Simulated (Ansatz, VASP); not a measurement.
# RbSi3Ge3 in VASP and in Ansatz

File INCAR:

```
PREC = Accurate
ENCUT = 520
EDIFF = 1E-7
ISMEAR = 0
SIGMA = 0.1
LREAL = F
LASPH = T
NELM = 100
ALGO = Normal
ISIF = 2
LWAVE = F
LCHARG = F
GGA = PE
NBANDS = 76
```

Contents of KPOINTS:

```
Automatic mesh
0
Gamma
  4 4 4
```

POSCAR

```
RbSi3Ge3
1.0
    6.5118877700      0.0000000000      0.0000000000
    0.0000000000      6.5118877700      0.0000000000
    0.0000000000      0.0000000000      6.5118877700
Rb Si Ge
2 6 6
Direct
    0.5000000000      0.5000000000      0.5000000000
    0.0000000000      0.0000000000      0.0000000000
    0.5000000000      0.0000000000      0.7500000000
    0.7500000000      0.5000000000      0.0000000000
    0.0000000000      0.7500000000      0.5000000000
    0.5000000000      0.0000000000      0.2500000000
    0.2500000000      0.5000000000      0.0000000000
    0.0000000000      0.2500000000      0.5000000000
    0.0000000000      0.5000000000      0.7500000000
    0.7500000000      0.0000000000      0.5000000000
    0.5000000000      0.7500000000      0.0000000000
    0.0000000000      0.5000000000      0.2500000000
    0.2500000000      0.0000000000      0.5000000000
    0.5000000000      0.2500000000      0.0000000000
```

Input for Ansatz:

```yaml
crystal:
  lattice:
    - [6.51188777, 0.0, 0.0]
    - [0.0, 6.51188777, 0.0]
    - [0.0, 0.0, 6.51188777]
  atoms:
    - { symbol: Rb, position: [0.5, 0.5, 0.5] }
    - { symbol: Rb, position: [0.0, 0.0, 0.0] }
    - { symbol: Si, position: [0.5, 0.0, 0.75] }
    - { symbol: Si, position: [0.75, 0.5, 0.0] }
    - { symbol: Si, position: [0.0, 0.75, 0.5] }
    - { symbol: Si, position: [0.5, 0.0, 0.25] }
    - { symbol: Si, position: [0.25, 0.5, 0.0] }
    - { symbol: Si, position: [0.0, 0.25, 0.5] }
    - { symbol: Ge, position: [0.0, 0.5, 0.75] }
    - { symbol: Ge, position: [0.75, 0.0, 0.5] }
    - { symbol: Ge, position: [0.5, 0.75, 0.0] }
    - { symbol: Ge, position: [0.0, 0.5, 0.25] }
    - { symbol: Ge, position: [0.25, 0.0, 0.5] }
    - { symbol: Ge, position: [0.5, 0.25, 0.0] }
basis:
  ecutwfc: 420
kpoints:
  mp_grid: { grid: [4, 4, 4] }
hamiltonian:
  xc: pbe
scf:
  occupations: { method: gaussian, width: 0.1 }
  lower_state_search: "off"
output:
  forces: true
  stress: true
  eigenvalues: true
```

Alike in both runs: task single point; functional PBE; k mesh 4 × 4 × 4; occupations gaussian, width 0.1 eV; no spin polarisation.

|  | VASP | Ansatz |
| --- | --- | --- |
| version | VASP 6.6.1 | Ansatz 0.2.0 |
| potentials or method | VASP PAW PBE potentials, release 64 (Rb_sv, Si, Ge_d), cutoff 520 eV | scalar-relativistic, plane waves, PAW |
| valence electrons in the cell | 126 | 126 |

Ansatz gave:

* gap on the k mesh at the Fermi level (eV): none
* pressure (GPa): 18.2

Problem. Which values does VASP return?

Solution. gap on the k mesh at the Fermi level (eV): none; pressure (GPa): 18.1.

A gap of «none» marks a metal or a gap that the smearing closes. With one functional, cell and mesh, what is left measures potentials, basis and numerics.
